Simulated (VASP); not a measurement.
Set up this calculation in VASP 6.6.1, as the native input.

* Task: single point
* Functional: PBE
* Potentials or basis: VASP PAW PBE potentials, release 64 (Au)
* Cutoff: 520 eV
* k mesh: 6 × 6 × 6
* Occupations: gaussian, width 0.1 eV
* Spin: no spin polarisation
* Dipole correction: no
* Further INCAR settings: ALGO = Normal; EDIFF = 1e-07; NBANDS = 42

The structure of Au lies in POSCAR:

```
Au
1.0
    2.7744739663      1.6018432913      5.0996849141
   -2.7744739663      1.6018432913      5.0996849141
    0.0000000000     -3.2036865827      5.0996849141
Au
6
Direct
    0.5907967223      0.0877101485      0.5908259320
    0.0877101485      0.5908259320      0.5907967223
    0.4091740680      0.9122898515      0.4092032777
    0.5908259320      0.5907967223      0.0877101485
    0.9122898515      0.4092032777      0.4091740680
    0.4092032777      0.4091740680      0.9122898515
```

These files were run (other wordings do the same):

INCAR

```
PREC = Accurate ; ENCUT = 520
EDIFF = 1E-7 ; ISMEAR = 0
SIGMA = 0.1 ; LREAL = F
LASPH = T ; NELM = 100
ALGO = Normal ; ISIF = 2
LWAVE = F ; LCHARG = F
GGA = PE ; NBANDS = 42
```

KPOINTS

```
Automatic mesh
0
Gamma
  6 6 6
```

Potentials or basis: VASP PAW PBE potentials, release 64 (Au).

Run with:

```sh
$ cat potpaw_PBE.64/Au/POTCAR > POTCAR
$ mpirun -np 1 vasp_std > vasp.out
```

Results of the run:

The pressure is -0.1 GPa and the band gap on the k mesh is zero (band 33 reaches 6.65 eV, above the bottom of band 34 at 4.60 eV).

Caveat: spin-orbit coupling is left out, which moves the levels of the heavy elements.

Wall time 81 s on 1 thread of Intel(R) Xeon(R) 6975P-C (Granite Rapids) (shared host), peak memory 0.36 GiB.
